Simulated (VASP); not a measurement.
Write the native input for VASP 6.6.1 that does the following.

```yaml
Task: electric field gradients
Functional: PBE
Potentials_or_basis: VASP PAW PBE potentials, release 64 (Na_pv, F)
Cutoff: 520 eV
k_mesh: 8 × 8 × 8
Occupations: fermi-dirac, width 0.03 eV
Spin: no spin polarisation
Dipole_correction: no
Further_INCAR_settings: ALGO = Normal; EDIFF = 1e-08; NBANDS = 14
```

The structure of NaF lies in POSCAR:

```
NaF
1.0
    0.0000000000      2.3233000000      2.3233000000
    2.3233000000      0.0000000000      2.3233000000
    2.3233000000      2.3233000000      0.0000000000
Na F
1 1
Direct
    0.0000000000      0.0000000000      0.0000000000
    0.5000000000      0.5000000000      0.5000000000
```

These files were run (other wordings do the same):

INCAR

```
SYSTEM = NaF
ALGO = Normal ; EDIFF = 1E-8
ENCUT = 520 ; GGA = PE
ISIF = 2 ; ISMEAR = -1
LASPH = .TRUE. ; LCHARG = .FALSE.
LEFG = .TRUE. ; LREAL = .FALSE.
LWAVE = .FALSE. ; NBANDS = 14
NELM = 60 ; PREC = Accurate
SIGMA = 0.03
```

KPOINTS

```
k-points
0
G
  8 8 8
  0 0 0
```

Potentials or basis: VASP PAW PBE potentials, release 64 (Na_pv, F).

Run with:

```sh
$ cat potpaw_PBE.64/Na_pv/POTCAR potpaw_PBE.64/F/POTCAR > POTCAR
$ mpirun -np 1 vasp_std > vasp.out
```

It gave:

| Item | Value |
| --- | --- |
| Pressure | 1.6 GPa |
| Band gap on the k mesh | 6.26 eV, direct |

Caveat: without QUAD_EFG the Cq values of the log hold for a quadrupole moment of 1 mb, not for the nuclei.

It took 5.3 s on 1 thread of AMD EPYC 9R45 96-Core Processor (Zen 5) (shared host), peak memory 0.1 GiB.
